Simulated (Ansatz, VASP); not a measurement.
# Sn2GeO3 in VASP and in Ansatz

```
Sn Ge O
1.0
    -4.24805    0.00000    0.00000
     0.08173    0.00000   -5.06207
     0.00000  -10.25204    0.00000
Sn Ge O
4 2 6
Direct
  0.24020 0.23517 0.07987
  0.24020 0.23517 0.42013
  0.75980 0.76482 0.57986
  0.75980 0.76482 0.92014
  0.32001 0.18736 0.75000
  0.67999 0.81264 0.25000
  0.72920 0.02421 0.75000
  0.75263 0.03519 0.08977
  0.75263 0.03519 0.41023
  0.24737 0.96481 0.58977
  0.24737 0.96481 0.91023
  0.27080 0.97579 0.25000
```

Alike in both runs: task single point; functional PBE; k mesh 4 × 4 × 2; occupations gaussian, width 0.1 eV; no spin polarisation.

|  | VASP | Ansatz |
| --- | --- | --- |
| version | VASP 6.6.1 | Ansatz 0.2.0 |
| potentials or method | VASP PAW PBE potentials, release 64 (Sn_d, Ge_d, O), cutoff 520 eV | scalar-relativistic, plane waves, PAW |
| valence electrons in the cell | 120 | 120 |

```csv
,VASP,Ansatz,Ansatz less VASP
gap on the k mesh at the Fermi level (eV),0.95,0.95,+0.003
least direct gap on the mesh (eV),2.35,2.36,+0.011
pressure (GPa),0.2,0.0,-0.18
"traceless stress, the component that is largest in VASP (GPa)",-0.06,0.04,+0.098
rms of the force components (eV/Å),0.032,0.003,-0.0288
```

Atom by atom the forces differ by 0.034 eV/Å (rms over components).
